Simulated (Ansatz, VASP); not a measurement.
# Two plane-wave programs on BiB2N

```xyz
4
Lattice="2.8283 0.0000 0.0000 0.0000 2.8283 0.0000 0.0000 0.0000 6.5261" Properties=species:S:1:pos:R:3 pbc="T T T"
N     0.0000    0.0000    0.0000
B     0.0000    1.4141    5.7554
B     1.4141    0.0000    0.7707
Bi    1.4141    1.4141    3.2630
```

Alike in both runs: task single point; functional r2SCAN; k mesh 10 × 10 × 4; occupations fermi-dirac, width 0.02 eV; no spin polarisation.

```csv
,VASP,Ansatz
version,VASP 6.6.1,Ansatz 0.2.0
potentials or method,"VASP PAW PBE potentials, release 64 (N, B, Bi_d)","plane waves, PAW"
plane-wave cutoff (eV),520,500
valence electrons in the cell,26,26
```

|  | VASP | Ansatz | Ansatz less VASP |
| --- | --- | --- | --- |
| pressure (GPa) | 0.4 | 0.3 | -0.14 |
| rms of the force components (eV/Å) | 0.118 | 0.112 | -0.0059 |

VASP's potentials were made for PBE, not for r2SCAN.

Spin-orbit coupling is off throughout.
